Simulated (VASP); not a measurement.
Write the native input for VASP 6.6.1 that does the following.

```
Task                   : single point
Functional             : PBE
Potentials or basis    : VASP PAW PBE potentials, release 64 (Be, Au)
Cutoff                 : 520 eV
k mesh                 : 6 × 6 × 6
Occupations            : gaussian, width 0.1 eV
Spin                   : no spin polarisation
Dipole correction      : no
Further INCAR settings : ALGO = Normal; EDIFF = 1e-07; NBANDS = 14
```

The structure of Be2Au lies in POSCAR:

```
Be2Au
1.0
    0.0000000000      2.5037959100      2.5037959100
    2.5037959100      0.0000000000      2.5037959100
    2.5037959100      2.5037959100      0.0000000000
Be Au
2 1
Direct
    0.2500000000      0.2500000000      0.2500000000
    0.7500000000      0.7500000000      0.7500000000
    0.0000000000      0.0000000000      0.0000000000
```

The cell was built from a structure type or drawn by symmetry, and may not be a known phase.

These files were run (other wordings do the same):

INCAR

```
PREC = Accurate ; ENCUT = 520
EDIFF = 1E-7 ; ISMEAR = 0
SIGMA = 0.1 ; LREAL = False
LASPH = True ; NELM = 100
ALGO = Normal ; ISIF = 2
LWAVE = False ; LCHARG = True
GGA = PE ; LELF = True
LVHAR = True ; NBANDS = 14
```

KPOINTS

```
regular mesh
0
Gamma
  6 6 6
```

Potentials or basis: VASP PAW PBE potentials, release 64 (Be, Au).

Command:

```sh
$ cat potpaw_PBE.64/Be/POTCAR potpaw_PBE.64/Au/POTCAR > POTCAR
$ mpirun -np 1 vasp_std > vasp.out
```

Results of the run:

```
Pressure               : 51.3 GPa
Band gap on the k mesh : zero (an odd number of electrons rules out a gap without spin polarisation)
```

Caveat: the k points lie up to 0.36 Å⁻¹ apart, too coarse for converged energies and pressures of a metal; spin-orbit coupling is left out, which moves the levels of the heavy elements.

It took 4.8 s on 1 thread of Intel(R) Xeon(R) 6975P-C (Granite Rapids), with other jobs on the host, peak memory 0.15 GiB.
